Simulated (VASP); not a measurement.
Wanted: the native input for a VASP 6.6.1 run.

- Task: single point
- Functional: PBE
- Potentials or basis: VASP PAW PBE potentials, release 64 (B, P)
- Cutoff: 500 eV
- k mesh: 10 × 10 × 10
- Occupations: gaussian, width 0.02 eV
- Spin: no spin polarisation
- Dipole correction: no
- Further INCAR settings: ALGO = Normal; EDIFF = 1e-06; NBANDS = 11

The structure of BP lies in POSCAR:

```
BP
1.0
    0.0000000000      2.2277277175      2.2277277175
    2.2277277175      0.0000000000      2.2277277175
    2.2277277175      2.2277277175      0.0000000000
B P
1 1
Direct
    0.0000000000      0.0000000000      0.0000000000
    0.2500000000      0.2500000000      0.2500000000
```

One way to write it, as run:

INCAR

```
SYSTEM = BP
PREC = Accurate
ENCUT = 500
EDIFF = 1E-6
ISMEAR = 0
SIGMA = 0.02
LREAL = .False.
LASPH = .True.
NELM = 120
ALGO = Normal
ISIF = 2
LWAVE = .False.
LCHARG = .False.
GGA = PE
NBANDS = 11
GGA_COMPAT = .False.
```

KPOINTS

```
Automatic mesh
0
Gamma
  10 10 10
  0 0 0
```

Potentials or basis: VASP PAW PBE potentials, release 64 (B, P).

Run with:

```sh
$ cat potpaw_PBE.64/B/POTCAR potpaw_PBE.64/P/POTCAR > POTCAR
$ mpirun -np 1 vasp_std > vasp.out
```

Results of the run:

```yaml
Pressure: 11.0 GPa
Band_gap_on_the_k_mesh: 1.16 eV, indirect (least direct gap 3.49 eV)
```

Run time: 3.8 s on 1 thread of Intel(R) Xeon(R) 6975P-C (Granite Rapids), with other jobs on the host, peak memory 0.13 GiB.
